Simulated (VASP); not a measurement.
# SnSe (Fm-3m) in VASP: further runs, part 2 of 2

VASP 6.6.1. The steps go on from the part before.

### 6 Single point, LDA

INCAR

```
  PREC = Accurate
  ENCUT = 520
  EDIFF = 1E-6
  ISMEAR = 0
  SIGMA = 0.02
  LREAL = F
  LASPH = T
  NELM = 60
  ALGO = Normal
  ISIF = 2
  LWAVE = F
  LCHARG = T
  LELF = T
  LVHAR = T
  NBANDS = 17
```

KPOINTS

```
Automatic mesh
0
Gamma
  8 8 8
```

POSCAR

```
SnSe
1.0
    0.0000000000      2.9466477692      2.9466477692
    2.9466477692      0.0000000000      2.9466477692
    2.9466477692      2.9466477692      0.0000000000
Sn Se
1 1
Direct
    0.0000000000      0.0000000000      0.0000000000
    0.5000000000      0.5000000000      0.5000000000
```

Potentials or basis: VASP PAW LDA potentials, release 64 (Sn_d, Se).

Command:

```
$ cat potpaw_LDA.64/Sn_d/POTCAR potpaw_LDA.64/Se/POTCAR > POTCAR
$ mpirun -np 1 vasp_std > vasp.out
```

OUTCAR:

```text
PREC = Accurate
   ENCUT = 520
   EDIFF = 1E-6
   ISMEAR = 0
   LREAL = F
   LASPH = T
   NELM = 60
   ISIF = 2

 ion  position               nearest neighbor table
   1  0.000  0.000  0.000-   2 2.95   2 2.95   2 2.95   2 2.95   2 2.95   2 2.95
   2  0.500  0.500  0.500-   1 2.95   1 2.95   1 2.95   1 2.95   1 2.95   1 2.95

  LATTYP: Found a face centered cubic cell.
 ALAT       =     5.8932955384

  Lattice vectors:

 A1 = (   0.0000000000,   2.9466477692,   2.9466477692)
 A2 = (   2.9466477692,   0.0000000000,   2.9466477692)
 A3 = (   2.9466477692,   2.9466477692,   0.0000000000)

Analysis of symmetry for initial positions (statically):
=====================================================================
 Subroutine PRICEL returns:
 Original cell was already a primitive cell.

 Routine SETGRP: Setting up the symmetry group for a
 face centered cubic supercell.

 Subroutine GETGRP returns: Found 48 space group operations
 (whereof 48 operations were pure point group operations)
 out of a pool of 48 trial point group operations.

[... 154 lines left out ...]
 Free energy of the ion-electron system (eV)
  ---------------------------------------------------
  ext. energy  EPLUGINS =         0.00000000
  ---------------------------------------------------
  free energy    TOTEN  =        -9.50972128 eV

  energy without entropy =       -9.50972128  energy(sigma->0) =       -9.50972128

 E-fermi :   6.1994     XC(G=0): -10.1678

 val. band max:        6.0372022023   @ k =  -0.2500   0.1250   0.0000
 cond. band min:       6.8044101277   @ k =  -0.3750   0.1250   0.0000
 fundamental gap:      0.7672079254
 Fermi energy:         6.1994192964

 k-point     1 :       0.0000    0.0000    0.0000
  band No.  band energies     occupation
      1     -15.3332      2.00000
      2     -15.3332      2.00000
      3     -15.3282      2.00000
      4     -15.3282      2.00000
      5     -15.3282      2.00000
      6      -8.1551      2.00000
[... 457 lines left out ...]
      4     -15.3168      2.00000
      5     -15.3097      2.00000
      6      -6.8917      2.00000
[... 9 lines left out ...]
     16      17.1167      0.00000
     17      17.1899      0.00000

 [... further k-points ...]
[... 5 lines left out ...]
  --------------------------------------------------------------------------------------
  -------------------------------------------------------------------------------------
  Total        0.0401071      0.0401071      0.0401071      0.0000000      0.0000000      0.0000000
  in kB        1.2557911      1.2557911      1.2557911      0.0000000      0.0000000      0.0000000
  external PRESSURE =       1.2557911 kB  Pullay stress =       0.0000000 kB

 VOLUME and BASIS-vectors are now :
 -----------------------------------------------------------------------------
  energy-cutoff  :      520.00
  volume of cell :       51.17
      direct lattice vectors                 reciprocal lattice vectors
     0.000000000  2.946647769  2.946647769    -0.169684346  0.169684346  0.169684346
     2.946647769  0.000000000  2.946647769     0.169684346 -0.169684346  0.169684346
     2.946647769  2.946647769  0.000000000     0.169684346  0.169684346 -0.169684346

 POSITION                                       TOTAL-FORCE (eV/Angst)
 -----------------------------------------------------------------------------------
      0.00000      0.00000      0.00000         0.000000      0.000000      0.000000
      2.94665      2.94665      2.94665        -0.000000     -0.000000     -0.000000
 -----------------------------------------------------------------------------------
    total drift:                                0.000000     -0.000000     -0.000000

  FREE ENERGIE OF THE ION-ELECTRON SYSTEM (eV)
  ---------------------------------------------------
  free  energy   TOTEN  =        -9.5097212811 eV

  energy  without entropy=       -9.5097212811  energy(sigma->0) =       -9.50972128
```

OSZICAR:

```text
N       E                     dE             d eps       ncg     rms          rms(c)
DAV:   1     0.131498119336E+03    0.13150E+03   -0.98941E+03  1019   0.145E+03
DAV:   2     0.375918858042E+01   -0.12774E+03   -0.12357E+03  1034   0.350E+02
DAV:   3    -0.930690407209E+01   -0.13066E+02   -0.12829E+02  1260   0.953E+01
DAV:   4    -0.966253672995E+01   -0.35563E+00   -0.35539E+00  1167   0.164E+01
DAV:   5    -0.967220925897E+01   -0.96725E-02   -0.96719E-02  1436   0.269E+00    0.352E+00
DAV:   6    -0.951804327440E+01    0.15417E+00   -0.35748E-01  1443   0.372E+00    0.216E+00
DAV:   7    -0.951115843315E+01    0.68848E-02   -0.62157E-02  1236   0.114E+00    0.958E-01
DAV:   8    -0.950986212489E+01    0.12963E-02   -0.60707E-03  1223   0.678E-01    0.710E-02
DAV:   9    -0.950972154519E+01    0.14058E-03   -0.10531E-03  1436   0.258E-01    0.396E-02
DAV:  10    -0.950972048668E+01    0.10585E-05   -0.86229E-05  1162   0.557E-02    0.876E-03
DAV:  11    -0.950972128108E+01   -0.79439E-06   -0.63846E-06  1244   0.189E-02
   1 F= -.95097213E+01 E0= -.95097213E+01  d E =-.142205E-31
```

stdout:

```text
POSCAR found type information on POSCAR SnSe
 POSCAR found :  2 types and       2 ions
 scaLAPACK will be used
 LDA part: xc-table for (Slater(with rela. corr.)+CA(PZ))
 , standard interpolation
 POSCAR, INCAR and KPOINTS ok, starting setup
 FFT: planning ... GRIDC
 FFT: planning ... GRID_SOFT
 FFT: planning ... GRID
 WAVECAR not read
 entering main loop
```

Wall time 16 s (1 thread of Intel Xeon 8259CL, shared host); peak memory 0.16 GiB.

What came out:

* Free energy: -9.5097 eV
* Pressure: 0.1 GPa
* Band gap on the k mesh: 0.77 eV, indirect (least direct gap 0.92 eV)

Caveat: spin-orbit coupling is left out, which moves the levels of the heavy elements. A k mesh can miss the band edges.

### 7 The runs side by side

```tsv
cell	k mesh	smearing	gap on the mesh (eV)	pressure (GPa)
a = 4.167 Å, angles 60.0°, 2 atoms	10 × 10 × 10	gaussian 0.05 eV	0.43	0.2
a = 5.893 Å, 8 atoms	6 × 6 × 6	gaussian 0.05 eV	0.31	0.2
a = 4.082 Å, angles 60.0°, 2 atoms	8 × 8 × 8	gaussian 0.02 eV	0.67	4.4
a = 4.125 Å, angles 60.0°, 2 atoms	8 × 8 × 8	gaussian 0.02 eV	0.72	2.1
a = 4.167 Å, angles 60.0°, 2 atoms	8 × 8 × 8	gaussian 0.02 eV	0.77	0.1
```

Alike in all rows: task single point; level LDA; potentials or basis VASP PAW LDA potentials, release 64 (Sn_d, Se); no spin polarisation; cutoff (eV) 520.

Caveats: spin-orbit coupling is left out, which moves the levels of the heavy elements.

Absolute energies hang on the potentials; compare differences alone.
